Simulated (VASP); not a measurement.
Here is a VASP 6.6.1 calculation.

INCAR

```
SYSTEM = HfO2
ALGO     = Normal         ! electronic algorithm
EDIFF    = 1E-6           ! SCF threshold, eV
ENCUT    = 520            ! plane-wave cutoff, eV
GGA      = PE             ! functional
ISIF     = 2              ! what is computed and relaxed
ISMEAR   = 0              ! smearing method
LASPH    = .True.         ! aspherical terms in the spheres
LCHARG   = .False.        ! write CHGCAR
LREAL    = .False.        ! projectors in reciprocal space
LWAVE    = .False.        ! write WAVECAR
NBANDS   = 31             ! bands
NELM     = 60             ! most SCF steps
PREC     = Accurate       ! precision mode
SIGMA    = 0.02           ! smearing width, eV
```

The input KPOINTS:

```
k-points
0
Gamma
  6 6 4
  0 0 0
```

Contents of POSCAR:

```
HfO2
1.0
    3.6043047840      0.0000000000      0.0000000000
    0.0000000000      3.6043047840      0.0000000000
    0.2368785268      0.0000000000      5.2639672632
Hf O
2 4
Direct
    0.5191783157      0.5000000000      0.5008897841
   -0.0191783157      0.0000000000     -0.0008897841
    0.0021843838      0.5000000000      0.6929659512
    0.4978156162      0.0000000000      0.8070340488
    0.5043643950      0.0000000000      0.3086953133
   -0.0043643950      0.5000000000      0.1913046867
```

Potentials or basis: VASP PAW PBE potentials, release 64 (Hf_pv, O).

Command:

```bash
$ cat potpaw_PBE.64/Hf_pv/POTCAR potpaw_PBE.64/O/POTCAR > POTCAR
$ mpirun -np 1 vasp_std > vasp.out
```

**Question.** What does it give for the largest force?

**Answer.** 0.060 eV/Å.

**Question.** Estimate the band gap on the k mesh.

**Answer.** 4.70 eV (least direct gap 4.76 eV).

**Question.** Predict the pressure.

**Answer.** -2.3 GPa.

Stress tensor (GPa, compression positive):
```
-1.67  0.00  0.05
 0.00 -3.01  0.00
 0.05  0.00 -2.18
```

Caveat: the cell differs from its parent crystal (shear of c along a, cell held: +4.5 %, then relaxed in part); spin-orbit coupling is left out, which moves the levels of the heavy elements. A k mesh can miss the band edges.
